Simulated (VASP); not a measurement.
# Al3Ga5As8 (P1) in VASP: single point with PBEsol

Aim: the single point of Al3Ga5As8 with PBEsol.

Program: VASP 6.6.1. These are calculated values, not measurements. Logs are shortened: lines on timing, memory, paths and dates and some standing lists are left out, and cuts for length are marked.

**1. The cell of the first run**

The typed cell holds 64 atoms: a = 11.331 Å, b = 11.331 Å, c = 11.331 Å, α = 90.00°, β = 90.00°, γ = 90.00°.

**2. Single point, PBEsol**

The input, INCAR:

```
PREC = Accurate
ENCUT = 500
EDIFF = 1E-6
ISMEAR = -1
SIGMA = 0.05
LREAL = Auto
LASPH = T
NELM = 120
ALGO = Normal
ISIF = 2
LWAVE = F
LCHARG = F
GGA = PS
NBANDS = 266
ISYM = -1
GGA_COMPAT = F
```

The input, KPOINTS:

```
explicit points
1
Reciprocal
  0.25000000   0.25000000   0.25000000 1
```

The input, POSCAR:

```
Al3Ga5As8
1.0
   11.3310226409      0.0000000000      0.0000000000
    0.0000000000     11.3310226409      0.0000000000
    0.0000000000      0.0000000000     11.3310226409
Ga Al As
20 12 32
Direct
    0.0001390000      0.9997780000      0.0000650000
    0.9998440000      0.0001890000      0.5002880000
    0.0006140000      0.5001980000      0.4996830000
    0.5001230000      0.0003940000      0.0005040000
    0.5001410000      0.0007800000      0.4997200000
    0.4994490000      0.4996980000      0.0002770000
    0.5001100000      0.5001430000      0.5005070000
    0.2503900000      0.2506000000      0.5000720000
    0.2500610000      0.7503370000      0.0000190000
    0.2498150000      0.7502770000      0.5000320000
    0.7500270000      0.2500720000      0.5001170000
    0.7506110000      0.7507100000      0.4992140000
    0.2500130000      0.0001400000      0.7500230000
    0.2501280000      0.5004030000      0.2506660000
    0.2502300000      0.5002860000      0.7500270000
    0.7499700000      0.9997360000      0.2505950000
    0.0006380000      0.2501840000      0.7496020000
    0.0001500000      0.7500990000      0.2503600000
    0.4998830000      0.2502050000      0.2506720000
    0.4997460000      0.2501860000      0.7499990000
    0.9999750000      0.5001570000      0.9998310000
    0.2498070000      0.2498320000      0.9994520000
    0.7501250000      0.2494590000      0.9995990000
    0.7495610000      0.7501080000      0.9999600000
    0.2493650000      0.9998300000      0.2496280000
    0.7497470000      0.0002280000      0.7497550000
    0.7495100000      0.4996930000      0.2497660000
    0.7498100000      0.4996860000      0.7496240000
    0.9994840000      0.2497420000      0.2497660000
    0.9997990000      0.7496610000      0.7495030000
    0.4994000000      0.7495100000      0.2496010000
    0.4994520000      0.7502630000      0.7495570000
    0.1248510000      0.1252090000      0.1249200000
    0.1252940000      0.1252320000      0.6247380000
    0.1251450000      0.6251020000      0.1250290000
    0.1254060000      0.6249140000      0.6249060000
    0.6251000000      0.1251480000      0.1255960000
    0.6248360000      0.1255840000      0.6249420000
    0.6249190000      0.6250100000      0.1250680000
    0.6256610000      0.6257300000      0.6247260000
    0.3746040000      0.3747860000      0.1252430000
    0.3749280000      0.3751580000      0.6253610000
    0.3749920000      0.8753010000      0.1249480000
    0.3747370000      0.8756620000      0.6246270000
    0.8748760000      0.3750740000      0.1249550000
    0.8754290000      0.3749210000      0.6247030000
    0.8747900000      0.8748150000      0.1250570000
    0.8750460000      0.8752480000      0.6249900000
    0.3745290000      0.1249820000      0.3747080000
    0.3753440000      0.1248360000      0.8748310000
    0.3748640000      0.6249500000      0.3756340000
    0.3749150000      0.6249530000      0.8752480000
    0.8746580000      0.1248810000      0.3753040000
    0.8755350000      0.1248280000      0.8744240000
    0.8748190000      0.6247640000      0.3745850000
    0.8748540000      0.6251610000      0.8750100000
    0.1248410000      0.3747410000      0.3746350000
    0.1252990000      0.3755450000      0.8746970000
    0.1246010000      0.8749560000      0.3753140000
    0.1248460000      0.8747320000      0.8746220000
    0.6247960000      0.3749890000      0.3755210000
    0.6247660000      0.3749560000      0.8750720000
    0.6244560000      0.8747230000      0.3746570000
    0.6246720000      0.8753430000      0.8750430000
```

Potentials or basis: VASP PAW PBE potentials, release 64 (Ga_d, Al, As).

The run is started by

```sh
$ cat potpaw_PBE.64/Ga_d/POTCAR potpaw_PBE.64/Al/POTCAR potpaw_PBE.64/As/POTCAR > POTCAR
$ mpirun -np 1 vasp_std > vasp.out
```

OUTCAR:

```text
PREC = Accurate
   ENCUT = 500
   EDIFF = 1E-6
   ISMEAR = -1
   LREAL = Auto
   LASPH = T
   NELM = 120
   ISIF = 2
   GGA = PS
   ISYM = -1

 ion  position               nearest neighbor table
   1  0.000  1.000  0.000-  33 2.45  60 2.45  54 2.46  47 2.46
   2  1.000  0.000  0.500-  48 2.45  53 2.45  34 2.45  59 2.45
   3  0.001  0.500  0.500-  36 2.45  57 2.45  55 2.46  46 2.46
   4  0.500  0.000  0.001-  43 2.45  37 2.45  50 2.45  64 2.45
   5  0.500  0.001  0.500-  38 2.45  49 2.45  44 2.46  63 2.46
   6  0.499  0.500  0.000-  41 2.45  52 2.45  62 2.45  39 2.46
[... 56 lines left out ...]
  63  0.624  0.875  0.375-  16 2.45  12 2.45  31 2.46   5 2.46
  64  0.625  0.875  0.875-  24 2.45   4 2.45  26 2.45  32 2.46

IMPORTANT INFORMATION: All symmetrisations will be switched off!
NOSYMM: (Re-)initialisation of all symmetry stuff for point group C_1.

----------------------------------------------------------------------------------------

                                     Primitive cell

  volume of cell :    1454.8135

  direct lattice vectors                    reciprocal lattice vectors
    11.331022641  0.000000000  0.000000000     0.088253288  0.000000000  0.000000000
     0.000000000 11.331022641  0.000000000     0.000000000  0.088253288  0.000000000
     0.000000000  0.000000000 11.331022641     0.000000000  0.000000000  0.088253288

  length of vectors
    11.331022641 11.331022641 11.331022641     0.088253288  0.088253288  0.088253288

  position of ions in fractional coordinates (direct lattice)
     0.000139000  0.999778000  0.000065000
     0.999844000  0.000189000  0.500288000
     0.000614000  0.500198000  0.499683000
     0.500123000  0.000394000  0.000504000
     0.500141000  0.000780000  0.499720000
     0.499449000  0.499698000  0.000277000
[... 56 lines left out ...]
     0.624456000  0.874723000  0.374657000
     0.624672000  0.875343000  0.875043000

  ion indices of the primitive-cell ions
   primitive index   ion index
                 1           1
                 2           2
                 3           3
                 4           4
                 5           5
                 6           6
[... 56 lines left out ...]
                63          63
                64          64

----------------------------------------------------------------------------------------

 KPOINTS: explicit points

Read explicit list of k-points.

 Found      1 k-points:

 Following reciprocal coordinates:
            Coordinates               Weight
  0.250000  0.250000  0.250000      1.000000
   k-points           NKPTS =      1   k-points in BZ     NKDIM =      1   number of bands    NBANDS=    266
   number of dos      NEDOS =    301   number of ions     NIONS =     64
   total plane-waves  NPLWV = 592704
   dimension x,y,z NGX =    84 NGY =   84 NGZ =   84
   dimension x,y,z NGXF=   168 NGYF=  168 NGZF=  168
   ions per type =              20  12  32
   NGX,Y,Z   is equivalent  to a cutoff of  12.32, 12.32, 12.32 a.u.
   NGXF,Y,Z  is equivalent  to a cutoff of  24.65, 24.65, 24.65 a.u.
 SYSTEM =  unknown system
   PREC   = accura    normal or accurate (medium, high low for compatibility)
   ISTART =      0    job   : 0-new  1-cont  2-samecut
   ICHARG =      2    charge: 1-file 2-atom 10-const
   ISPIN  =      1    spin polarized calculation?
   LNONCOLLINEAR =      F non collinear calculations
   LSORBIT =      F    spin-orbit coupling
   LASPH  =      T    aspherical Exc in radial PAW
   ENCUT  =  500.0 eV  36.75 Ry    6.06 a.u.  20.66 20.66 20.66*2*pi/ulx,y,z
   NELM   =    120;   NELMIN=  2; NELMDL= -5     # of ELM steps
   EDIFF  = 0.1E-05   stopping-criterion for ELM
   LREAL  =      T    real-space projection
   EDIFFG = 0.1E-04   stopping-criterion for IOM
   NSW    =      0    number of steps for IOM
   IBRION =     -1    ionic relax: 0-MD 1-quasi-New 2-CG
   NFREE  =      0    steps in history (QN), initial steepest desc. (CG)
   ISIF   =      2    stress and relaxation
   ISYM   =     -1    0-nonsym 1-usesym 2-fastsym
   POTIM  = 0.5000    time-step for ionic-motion
   TEBEG  =    0.0;   TEEND  =   0.0 temperature during run
   PSTRESS=    0.0 pullay stress
   NELECT =     456.0000    total number of electrons
   NUPDOWN=      -1.0000    fix difference up-down
   EMIN   =  10.00;   EMAX   =-10.00  energy-range for DOS
   EFERMI =   0.00;   METHOD = LEGACY
   ISMEAR =    -1;   SIGMA  =   0.05  broadening in eV -4-tet -1-fermi 0-gaus
   EFERMI_NEDOS =   21; number of points for ismear=-14 and -15
   IALGO  =     38    algorithm
   IMIX   =      4    mixing-type and parameters
     AMIX     =   0.40;   BMIX     =  1.00
     AMIX_MAG =   1.60;   BMIX_MAG =  1.00
  volume/ion in A,a.u.               =      22.73       153.40
  Fermi-wavevector in a.u.,A,eV,Ry     =   1.112058  2.101484 16.825950  1.236672
  Thomas-Fermi vector in A             =   2.248628
   LORBIT       =      0    0 simple, 1 ext, 2 COOP (PROOUT), +10 PAW based schemes
   GGA     = PS    functional components
   LHFCALC =     F    Hartree Fock is set to
   AEXX    =    0.0000 exact exchange contribution
   IVDW    =     0    specifies the selected vdW correction
   LEPSILON=     F    determine dielectric tensor
   LRPA    =     F    only Hartree local field effects (RPA)
 non-spin polarized calculation
  energy-cutoff  :      500.00
  volume of cell :     1454.81
 maximum number of plane-waves:     36954
 NGX is ok and might be reduce to    84
   NGX = 41   NGY = 41   NGZ = 41

 number of electron     456.0000397 magnetization

 Free energy of the ion-electron system (eV)
  ---------------------------------------------------
  ext. energy  EPLUGINS =         0.00000000
  ---------------------------------------------------
  free energy    TOTEN  =      -302.36368437 eV

  energy without entropy =     -302.36368364  energy(sigma->0) =     -302.36368400

 E-fermi :   4.3622     XC(G=0):  -9.5352

 val. band max:        3.5626361856   @ k =   0.2500   0.2500   0.2500
 cond. band min:       5.1298034865   @ k =   0.2500   0.2500   0.2500
 fundamental gap:      1.5671673010
 Fermi energy:         4.3622012442

 k-point     1 :       0.2500    0.2500    0.2500
  band No.  band energies     occupation
      1     -10.9426      2.00000
      2     -10.9369      2.00000
      3     -10.9269      2.00000
      4     -10.9259      2.00000
      5     -10.9234      2.00000
      6     -10.9217      2.00000
[... 232 lines left out ...]
    239       6.0603      0.00000
    240       6.1640      0.00000
 [bands above 240 left out]

------------------------ aborting loop because EDIFF is reached ----------------------------------------

  FORCE on cell =-STRESS in cart. coord.  units (eV):
  Direction    XX          YY          ZZ          XY          YZ          ZX
  --------------------------------------------------------------------------------------
  -------------------------------------------------------------------------------------
  Total        2.1886388      2.2269067      2.1544797     -6.6703810     -6.6696007     -6.6119957
  in kB        2.4103347      2.4524789      2.3727155     -7.3460503     -7.3451910     -7.2817510
  external PRESSURE =       2.4118430 kB  Pullay stress =       0.0000000 kB

 VOLUME and BASIS-vectors are now :
 -----------------------------------------------------------------------------
  energy-cutoff  :      500.00
  volume of cell :     1454.81
      direct lattice vectors                 reciprocal lattice vectors
    11.331022641  0.000000000  0.000000000     0.088253288  0.000000000  0.000000000
     0.000000000 11.331022641  0.000000000     0.000000000  0.088253288  0.000000000
     0.000000000  0.000000000 11.331022641     0.000000000  0.000000000  0.088253288

 POSITION                                       TOTAL-FORCE (eV/Angst)
 -----------------------------------------------------------------------------------
      0.00158     11.32851      0.00074        -0.000673     -0.003622      0.000844
     11.32926      0.00214      5.66877         0.006433      0.001133     -0.004510
      0.00696      5.66775      5.66192        -0.002041     -0.002219      0.006165
      5.66691      0.00446      0.00571         0.003246      0.003489     -0.000703
      5.66711      0.00884      5.66234        -0.003715      0.000860      0.005327
      5.65927      5.66209      0.00314         0.008491     -0.004272     -0.002386
[... 56 lines left out ...]
      7.07573      9.91151      4.24525        -0.000794      0.002239      0.001620
      7.07817      9.91853      9.91513        -0.012975      0.017745      0.010133
 -----------------------------------------------------------------------------------
    total drift:                               -0.025798      0.015875     -0.011559

  FREE ENERGIE OF THE ION-ELECTRON SYSTEM (eV)
  ---------------------------------------------------
  free  energy   TOTEN  =      -302.3636843660 eV

  energy  without entropy=     -302.3636836364  energy(sigma->0) =     -302.36368400
```

Run time: 16 min. Hardware: 1 thread of AMD EPYC 7R43 (Zen 3), shared host; peak memory 1.2 GiB.

What came out:

- Free energy: -302.3637 eV
- Pressure: 0.2 GPa
- Largest force: 0.029 eV/Å
- Band gap on the k mesh: 1.57 eV

Forces on the atoms (eV/Å):
```
Ga  -0.001 -0.004  0.001
Ga   0.006  0.001 -0.005
Ga  -0.002 -0.002  0.006
Ga   0.003  0.003 -0.001
Ga  -0.004  0.001  0.005
Ga   0.008 -0.004 -0.002
Ga   0.000  0.002  0.000
Ga  -0.001  0.002  0.002
Ga   0.001 -0.003  0.002
Ga   0.001 -0.001  0.002
Ga   0.003 -0.002 -0.001
Ga   0.000 -0.008  0.007
Ga   0.003  0.005  0.000
Ga   0.002  0.000 -0.002
Ga  -0.001 -0.007  0.001
Ga   0.003  0.009 -0.006
Ga  -0.003  0.003 -0.002
Ga   0.001  0.006  0.000
Ga   0.009 -0.002 -0.005
Ga  -0.001 -0.005 -0.002
Al  -0.005  0.002  0.002
Al   0.002 -0.002  0.001
Al  -0.009  0.007  0.004
Al   0.002 -0.002 -0.014
Al  -0.001 -0.005  0.006
Al   0.005 -0.014 -0.004
Al   0.005 -0.005  0.010
Al  -0.006  0.003 -0.007
Al   0.000 -0.001  0.005
Al   0.000  0.004  0.008
Al  -0.004  0.000  0.005
Al   0.007 -0.014  0.004
As  -0.001  0.003 -0.003
As   0.011  0.001  0.005
As  -0.001  0.003  0.007
As   0.020 -0.005 -0.009
As  -0.005 -0.010  0.027
As  -0.009  0.022  0.001
As  -0.002 -0.002  0.000
As  -0.003  0.011 -0.010
As  -0.004  0.001  0.009
As   0.003  0.004 -0.001
As   0.000  0.004 -0.020
As  -0.006  0.013 -0.011
As   0.005 -0.001 -0.001
As   0.021 -0.003 -0.010
As   0.000  0.001  0.005
As  -0.003  0.009 -0.015
As  -0.003  0.000 -0.002
As   0.015 -0.004 -0.009
As  -0.009 -0.007  0.007
As  -0.011  0.004  0.005
As  -0.013 -0.008  0.011
As   0.010 -0.006 -0.007
As  -0.002 -0.004 -0.004
As   0.002  0.007  0.002
As   0.002 -0.007 -0.006
As   0.007 -0.003 -0.020
As  -0.008 -0.007  0.004
As  -0.001 -0.006 -0.007
As  -0.009 -0.004  0.009
As  -0.019  0.007  0.010
As  -0.001  0.002  0.002
As  -0.013  0.018  0.010
```

Levels at points of the mesh, in eV from the valence-band top:
```csv
k point,band 224,band 225,band 226,band 227,band 228,band 229,band 230,band 231,band 232,band 233
"(0.25, 0.25, 0.25)",-0.44,-0.43,-0.42,0.00,0.00,1.57,1.80,1.87,1.89,2.09
```

Caveat: the PAW data sets were made with another functional, which shifts forces and pressure a little; a shifted mesh leaves out Γ, where band edges can lie. A k mesh can miss the band edges.
